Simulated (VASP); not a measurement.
# Zr3H (P1) in VASP: single point with PBE

Aim: the single point of Zr3H with PBE.

All numbers are computed with VASP 6.6.1; they aren't measurements. Logs are shortened: lines on timing, memory, paths and dates and some standing lists are left out, and cuts for length are marked.

### Step 1. The cell of the first run

The typed cell holds 8 atoms: a = 3.225 Å, b = 4.598 Å, c = 9.751 Å, α = 89.95°, β = 90.02°, γ = 90.00°.

### Step 2. Single point, PBE

Contents of INCAR:

```
SYSTEM = Zr3H
ALGO = Fast
EDIFF = 1E-6
ENCUT = 520
GGA = PE
ISIF = 2
ISMEAR = 0
LASPH = .TRUE.
LCHARG = .FALSE.
LREAL = .FALSE.
LWAVE = .FALSE.
NBANDS = 47
NELM = 100
PREC = Accurate
SIGMA = 0.1
```

Contents of KPOINTS:

```
k-points
0
G
  6 6 4
  0 0 0
```

Contents of POSCAR:

```
Zr3H
1.0
    0.0013902993      3.2251668126      0.0051010770
    0.0045883835     -0.0071774694      4.5981604716
    9.7511783919     -0.0078022838     -0.0014094696
Zr H
6 2
Direct
    0.9997117729      0.5975305274     -0.0185570362
    0.5006228540      0.0945649196      0.4729440879
    0.0006461857      0.5960184540      0.3124424943
   -0.0002813966      0.5698986238      0.6439726031
    0.5002670307      0.1023857922      0.1480879802
    0.4994556430      0.0947918563      0.8147656669
   -0.5002369130     -0.1592209378      0.6446706282
   -0.0001851767      0.1040307645     -0.0183264242
```

Potentials or basis: VASP PAW PBE potentials, release 64 (Zr_sv, H).

On the command line:

```
$ cat potpaw_PBE.64/Zr_sv/POTCAR potpaw_PBE.64/H/POTCAR > POTCAR
$ mpirun -np 1 vasp_std > vasp.out
```

OUTCAR:

```text
SYSTEM = Zr3H
   EDIFF = 1E-6
   ENCUT = 520
   GGA = PE
   ISIF = 2
   ISMEAR = 0
   LASPH = .TRUE.
   LREAL = .FALSE.
   NELM = 100
   PREC = Accurate

 ion  position               nearest neighbor table
   1  1.000  0.598  0.981-   8 2.27   8 2.33   5 3.23   3 3.23   5 3.23   6 3.23   6 3.23   6 3.25
                             6 3.25   5 3.26   5 3.26   4 3.29
   2  0.501  0.095  0.473-   7 2.04   5 3.17   4 3.19   4 3.19   3 3.21   3 3.21   3 3.22   3 3.22
                             6 3.33   4 3.34   4 3.35
   3  0.001  0.596  0.312-   2 3.21   2 3.21   5 3.21   5 3.21   2 3.22   2 3.22   1 3.23   4 3.23
                             5 3.25   5 3.25
   4  1.000  0.570  0.644-   7 2.04   7 2.04   6 3.18   6 3.19   2 3.19   2 3.19   3 3.23   1 3.29
                             2 3.34   6 3.35   2 3.35   6 3.35
   5  0.500  0.102  0.148-   8 2.29   8 2.29   2 3.17   3 3.21   3 3.21   1 3.23   1 3.23   6 3.25
                             3 3.25   3 3.25   1 3.26   1 3.26
   6  0.499  0.095  0.815-   7 2.03   8 2.29   8 2.29   4 3.18   4 3.19   1 3.23   1 3.23   5 3.25
                             1 3.25   1 3.25   2 3.33   4 3.35   4 3.35
   7  0.500  0.841  0.645-   6 2.03   4 2.04   4 2.04   2 2.04
   8  1.000  0.104  0.982-   1 2.27   5 2.29   5 2.29   6 2.29   6 2.29   1 2.33

  LATTYP: Found a triclinic cell.
 ALAT       =    10.7773865490
 B/A-ratio  =     0.4266496652
 C/A-ratio  =     0.2992535465
 COS(alpha) =     0.0000211339
 COS(beta)  =     0.0003431411
 COS(gamma) =     0.4258764592

  Lattice vectors:

 A1 = (  -9.7465900084,   0.0006248144,   4.5995699412)
 A2 = (   0.0045883835,  -0.0071774694,   4.5981604716)
 A3 = (   0.0013902993,   3.2251668126,   0.0051010770)

Analysis of symmetry for initial positions (statically):
=====================================================================
 Subroutine PRICEL returns:
 Original cell was already a primitive cell.

 Routine SETGRP: Setting up the symmetry group for a
 triclinic supercell.

 Subroutine GETGRP returns: Found  1 space group operations
 (whereof  1 operations were pure point group operations)
 out of a pool of  2 trial point group operations.

The static configuration has the point symmetry C_1 .

Analysis of symmetry for dynamics (positions and initial velocities):
=====================================================================
 Subroutine PRICEL returns:
 Original cell was already a primitive cell.

 Routine SETGRP: Setting up the symmetry group for a
 triclinic supercell.

 Subroutine GETGRP returns: Found  1 space group operations
 (whereof  1 operations were pure point group operations)
 out of a pool of  2 trial point group operations.

The dynamic configuration has the point symmetry C_1 .

 Subroutine INISYM returns: Found  1 space group operations
 (whereof  1 operations are pure point group operations),
 and found     1 'primitive' translations

----------------------------------------------------------------------------------------

                                     Primitive cell

  volume of cell :     144.6088

  direct lattice vectors                    reciprocal lattice vectors
     0.001390299  3.225166813  0.005101077     0.000248161  0.310060609  0.000483740
     0.004588384 -0.007177469  4.598160472     0.000031160 -0.000343986  0.217477705
     9.751178392 -0.007802284 -0.001409470     0.102551658 -0.000044046 -0.000102402

  length of vectors
     3.225171146  4.598168363  9.751181615     0.310061086  0.217477980  0.102551719

  position of ions in fractional coordinates (direct lattice)
     0.999711773  0.597530527  0.981442964
     0.500622854  0.094564920  0.472944088
     0.000646186  0.596018454  0.312442494
     0.999718603  0.569898624  0.643972603
     0.500267031  0.102385792  0.148087980
     0.499455643  0.094791856  0.814765667
     0.499763087  0.840779062  0.644670628
     0.999814823  0.104030765  0.981673576

  ion indices of the primitive-cell ions
   primitive index   ion index
                 1           1
                 2           2
                 3           3
                 4           4
                 5           5
                 6           6
                 7           7
                 8           8

----------------------------------------------------------------------------------------

 KPOINTS: k-points

Automatic generation of k-mesh.
 Grid dimensions read from file:
 generate k-points for:    6    6    4

 Generating k-lattice:

  Cartesian coordinates                     Fractional coordinates (reciprocal lattice)
     0.000041360  0.051676768  0.000080623     0.166666667  0.000000000  0.000000000
     0.000005193 -0.000057331  0.036246284     0.000000000  0.166666667  0.000000000
     0.025637915 -0.000011011 -0.000025601    -0.000000000 -0.000000000  0.250000000

  Length of vectors
     0.051676848  0.036246330  0.025637930

  Shift w.r.t. Gamma in fractional coordinates (k-lattice)
     0.000000000  0.000000000  0.000000000

 Subroutine IBZKPT returns following result:
 ===========================================

 Found     76 irreducible k-points:

 Following reciprocal coordinates:
            Coordinates               Weight
  0.000000  0.000000  0.000000      1.000000
  0.166667  0.000000  0.000000      2.000000
  0.333333  0.000000  0.000000      2.000000
  0.500000  0.000000 -0.000000      1.000000
  0.000000  0.166667  0.000000      2.000000
  0.166667  0.166667 -0.000000      2.000000
[... 16 lines left out ...]
  0.333333 -0.000000  0.250000      2.000000
  0.500000  0.000000  0.250000      2.000000
 [... further k-points ...]
   k-points           NKPTS =     76   k-points in BZ     NKDIM =     76   number of bands    NBANDS=     47
   number of dos      NEDOS =    301   number of ions     NIONS =      8
   total plane-waves  NPLWV =  69120
   dimension x,y,z NGX =    24 NGY =   36 NGZ =   80
   dimension x,y,z NGXF=    48 NGYF=   72 NGZF=  160
   ions per type =               6   2
   NGX,Y,Z   is equivalent  to a cutoff of  12.37, 13.02, 13.64 a.u.
   NGXF,Y,Z  is equivalent  to a cutoff of  24.74, 26.03, 27.28 a.u.
 SYSTEM =  Zr3H
   PREC   = accura    normal or accurate (medium, high low for compatibility)
   ISTART =      0    job   : 0-new  1-cont  2-samecut
   ICHARG =      2    charge: 1-file 2-atom 10-const
   ISPIN  =      1    spin polarized calculation?
   LNONCOLLINEAR =      F non collinear calculations
   LSORBIT =      F    spin-orbit coupling
   LASPH  =      T    aspherical Exc in radial PAW
   ENCUT  =  520.0 eV  38.22 Ry    6.18 a.u.   6.00  8.55 18.13*2*pi/ulx,y,z
   NELM   =    100;   NELMIN=  2; NELMDL= -5     # of ELM steps
   EDIFF  = 0.1E-05   stopping-criterion for ELM
   LREAL  =      F    real-space projection
   EDIFFG = 0.1E-04   stopping-criterion for IOM
   NSW    =      0    number of steps for IOM
   IBRION =     -1    ionic relax: 0-MD 1-quasi-New 2-CG
   NFREE  =      0    steps in history (QN), initial steepest desc. (CG)
   ISIF   =      2    stress and relaxation
   ISYM   =      2    0-nonsym 1-usesym 2-fastsym
   POTIM  = 0.5000    time-step for ionic-motion
   TEBEG  =    0.0;   TEEND  =   0.0 temperature during run
   PSTRESS=    0.0 pullay stress
   NELECT =      74.0000    total number of electrons
   NUPDOWN=      -1.0000    fix difference up-down
   EMIN   =  10.00;   EMAX   =-10.00  energy-range for DOS
   EFERMI =   0.00;   METHOD = LEGACY
   ISMEAR =     0;   SIGMA  =   0.10  broadening in eV -4-tet -1-fermi 0-gaus
   EFERMI_NEDOS =   21; number of points for ismear=-14 and -15
   IALGO  =     68    algorithm
   IMIX   =      4    mixing-type and parameters
     AMIX     =   0.40;   BMIX     =  1.00
     AMIX_MAG =   1.60;   BMIX_MAG =  1.00
  volume/ion in A,a.u.               =      18.08       121.98
  Fermi-wavevector in a.u.,A,eV,Ry     =   1.309445  2.474492 23.329168  1.714646
  Thomas-Fermi vector in A             =   2.440043
   LORBIT       =      0    0 simple, 1 ext, 2 COOP (PROOUT), +10 PAW based schemes
   GGA     = PE    functional components
   LHFCALC =     F    Hartree Fock is set to
   AEXX    =    0.0000 exact exchange contribution
   IVDW    =     0    specifies the selected vdW correction
   LEPSILON=     F    determine dielectric tensor
   LRPA    =     F    only Hartree local field effects (RPA)
 non-spin polarized calculation
 RMM-DIIS sequential band-by-band and
 Gauss-broadening in eV      SIGMA  =   0.10
  energy-cutoff  :      520.00
  volume of cell :      144.61
 maximum number of plane-waves:      3918
   NGX = 11   NGY = 17   NGZ = 37

 number of electron      73.9999997 magnetization

 Free energy of the ion-electron system (eV)
  ---------------------------------------------------
  ext. energy  EPLUGINS =         0.00000000
  ---------------------------------------------------
  free energy    TOTEN  =       -59.00251030 eV

  energy without entropy =      -58.96247856  energy(sigma->0) =      -58.98249443

 E-fermi :   8.6961     XC(G=0): -11.0924

 val. band max:        8.6875371463   @ k =  -0.3333   0.3333   0.2500
 cond. band min:       8.7017634893   @ k =   0.0000   0.3333   0.2500
 fundamental gap:      0.0142263430
 Fermi energy:         8.6961005280

 k-point     1 :       0.0000    0.0000    0.0000
  band No.  band energies     occupation
      1     -40.0616      2.00000
      2     -39.9974      2.00000
      3     -39.9643      2.00000
      4     -39.9140      2.00000
      5     -39.8880      2.00000
      6     -39.8511      2.00000
[... 39 lines left out ...]
     46      10.8847      0.00000
     47      10.9117      0.00000

 k-point     2 :       0.1667    0.0000    0.0000
  band No.  band energies     occupation
      1     -40.0411      2.00000
      2     -39.9823      2.00000
      3     -39.9478      2.00000
      4     -39.9104      2.00000
      5     -39.8811      2.00000
      6     -39.8485      2.00000
[... 39 lines left out ...]
     46      11.0512      0.00000
     47      11.2462      0.00000

 k-point     3 :       0.3333    0.0000    0.0000
  band No.  band energies     occupation
      1     -39.9949      2.00000
      2     -39.9500      2.00000
      3     -39.9135      2.00000
      4     -39.9059      2.00000
      5     -39.8685      2.00000
      6     -39.8476      2.00000
[... 39 lines left out ...]
     46      11.5769      0.00000
     47      11.6337      0.00000

 k-point     4 :       0.5000    0.0000   -0.0000
  band No.  band energies     occupation
      1     -39.9653      2.00000
      2     -39.9266      2.00000
      3     -39.9216      2.00000
      4     -39.8849      2.00000
      5     -39.8628      2.00000
      6     -39.8535      2.00000
[... 939 lines left out ...]
     46      11.0705      0.00000
     47      11.1973      0.00000

 k-point    23 :       0.3333   -0.0000    0.2500
  band No.  band energies     occupation
      1     -39.9933      2.00000
      2     -39.9535      2.00000
      3     -39.9136      2.00000
      4     -39.9034      2.00000
      5     -39.8686      2.00000
      6     -39.8479      2.00000
[... 39 lines left out ...]
     46      11.2264      0.00000
     47      11.5963      0.00000

 k-point    24 :       0.5000    0.0000    0.2500
  band No.  band energies     occupation
      1     -39.9649      2.00000
      2     -39.9272      2.00000
      3     -39.9206      2.00000
      4     -39.8873      2.00000
      5     -39.8613      2.00000
      6     -39.8533      2.00000
[... 39 lines left out ...]
     46      11.7635      0.00000
     47      11.9790      0.00000

 [... further k-points ...]

------------------------ aborting loop because EDIFF is reached ----------------------------------------

  FORCE on cell =-STRESS in cart. coord.  units (eV):
  Direction    XX          YY          ZZ          XY          YZ          ZX
  --------------------------------------------------------------------------------------
  -------------------------------------------------------------------------------------
  Total        0.0143115      0.0151922      0.0235749      0.0011055     -0.0003498      0.0017249
  in kB        0.1585631      0.1683208      0.2611953      0.0122478     -0.0038754      0.0191106
  external PRESSURE =       0.1960264 kB  Pullay stress =       0.0000000 kB

 VOLUME and BASIS-vectors are now :
 -----------------------------------------------------------------------------
  energy-cutoff  :      520.00
  volume of cell :      144.61
      direct lattice vectors                 reciprocal lattice vectors
     0.001390299  3.225166813  0.005101077     0.000248161  0.310060609  0.000483740
     0.004588384 -0.007177469  4.598160472     0.000031160 -0.000343986  0.217477705
     9.751178392 -0.007802284 -0.001409470     0.102551658 -0.000044046 -0.000102402

 POSITION                                       TOTAL-FORCE (eV/Angst)
 -----------------------------------------------------------------------------------
      9.57436      3.21229      2.75126        -0.000210      0.000375      0.000556
      4.61289      1.61022      0.43671        -0.004063     -0.000792      0.002671
      3.04942     -0.00463      2.74015         0.000457     -0.000413     -0.000404
      6.28350      3.21514      2.62468        -0.000367      0.000611     -0.004838
      1.44520      1.61155      0.47313         0.001869     -0.000472      0.000034
      7.94605      1.60379      0.43727        -0.000681      0.000428      0.001740
      6.29085      1.60075      3.86768         0.001692      0.000269      0.001220
      9.57434      3.21616      0.48207         0.001303     -0.000006     -0.000980
 -----------------------------------------------------------------------------------
    total drift:                               -0.000031      0.000022      0.000013

  FREE ENERGIE OF THE ION-ELECTRON SYSTEM (eV)
  ---------------------------------------------------
  free  energy   TOTEN  =       -59.0025102997 eV

  energy  without entropy=      -58.9624785637  energy(sigma->0) =      -58.98249443
```

Run time: 26 min. Hardware: 1 thread of Oxide Virtual Turin-like, shared host; peak memory 0.46 GiB.

What came out:

```yaml
Free_energy: -59.0025 eV
Pressure: 0.0 GPa
Largest_force: 0.005 eV/Å
Band_gap_on_the_k_mesh: zero (bands 37 and 38 overlap by 0.88 eV)
```

Forces on the atoms (eV/Å):
```
Zr   0.000  0.000  0.001
Zr  -0.004 -0.001  0.003
Zr   0.000  0.000  0.000
Zr   0.000  0.001 -0.005
Zr   0.002  0.000  0.000
Zr  -0.001  0.000  0.002
H    0.002  0.000  0.001
H    0.001  0.000 -0.001
```
